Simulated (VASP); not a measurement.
Input of a VASP 6.6.1 run:

File INCAR:

```
SYSTEM = H4CSO2
ALGO     = Normal         ! electronic algorithm
EDIFF    = 1E-7           ! SCF threshold, eV
ENCUT    = 520            ! plane-wave cutoff, eV
GGA      = PE             ! functional
ISIF     = 2              ! what is computed and relaxed
ISMEAR   = -1             ! smearing method
IVDW     = 12             ! dispersion correction
LASPH    = .True.         ! aspherical terms in the spheres
LCHARG   = .True.         ! write CHGCAR
LELF     = .True.         ! ELF
LREAL    = Auto         
LVHAR    = .True.       
LWAVE    = .False.        ! write WAVECAR
NBANDS   = 91             ! bands
NELM     = 60             ! most SCF steps
PREC     = Accurate       ! precision mode
SIGMA    = 0.02           ! smearing width, eV
```

The input KPOINTS:

```
k-points
0
Gamma
  1 1 1
  0 0 0
```

The input POSCAR:

```
H4CSO2
1.0
    8.5040350000      0.0000000000      0.0000000000
    0.0000000000      8.5040350000      0.0000000000
    0.0000000000      0.0000000000      8.5040350000
S H O C
5 20 10 5
Direct
    0.2614641167      0.3236816405      0.1348418721
    0.5369215908      0.8836275956      0.6477866095
    0.4707647605      0.2707891019      0.6401902156
    0.5651082104      0.9345093241      0.0966012017
    0.9392482510      0.1600181561      0.7840395765
    0.3797609017      0.3942481422      0.0629113121
    0.1548559008      0.4173900978      0.0415332251
    0.5749858744      1.0113787161      0.5540899114
    0.3932486167      0.8613675743      0.5863099105
    0.4300076376      0.2903445247      0.4915666504
    0.3677783546      0.1688845354      0.6748325942
    0.5091818178      0.9221269668     -0.0627937209
    0.7080756370      0.9804522206      0.0647104580
    1.0687867583      0.0710956622      0.7886138756
    0.8395543998      0.0295859554      0.7753495841
    0.9136721568      0.4748569356      0.6518435072
    0.7723980440      0.7333107166      0.4831000813
    0.0962366688      0.8117793494      0.3089592176
    0.2698366129      1.0385893285      0.1441433390
    0.3129455605      0.5171780220      0.7620500151
    0.1753990900      0.7561351758      0.9312167695
    0.8589099175      0.2489524091      0.4449299656
    0.9021599746      0.0326315684      0.2155800158
    0.3246106113      0.5259503283      0.2769744010
    0.5740804218      0.7477156432      0.3089592176
    0.8469626477      0.5614981594      0.6223633840
    1.0245606938      0.6991151847      0.4779260669
    0.0903100705      0.8670119537      0.2096886948
    0.2838417292      0.9261956236      0.3609345446
    0.3251868084      0.6037369319      0.8237854148
    0.0686615236      0.5566651595      0.8709865376
    0.9029478359      0.2266453513      0.3401091364
    0.7558529569      0.0180032185      0.4006098282
    0.3583357783      0.6366507193      0.2918144152
    0.5842050274      0.5004447889      0.3102527212
    0.8897305808      0.6763260029      0.5141912045
    0.2230705777      0.9562989804      0.2367699568
    0.1756342724      0.6457757994      0.8731502163
    0.8452222974      0.0808322167      0.3128514876
    0.5157081315      0.6264437999      0.3092649548
```

Potentials or basis: VASP PAW PBE potentials, release 64 (S, H, O, C).

The run is started by

```sh
$ cat potpaw_PBE.64/S/POTCAR potpaw_PBE.64/H/POTCAR potpaw_PBE.64/O/POTCAR potpaw_PBE.64/C/POTCAR > POTCAR
$ mpirun -np 1 vasp_gam > vasp.out
```

(1) Estimate the band gap on the k mesh.

(2) Estimate the dispersion energy per atom.

(3) What does it give for the largest force?

Results:

(1) 3.57 eV.

(2) -0.052 eV.

(3) 5.061 eV/Å.

Caveat: the k points lie up to 0.74 Å⁻¹ apart; the atoms stand as in a frame of molecular dynamics.
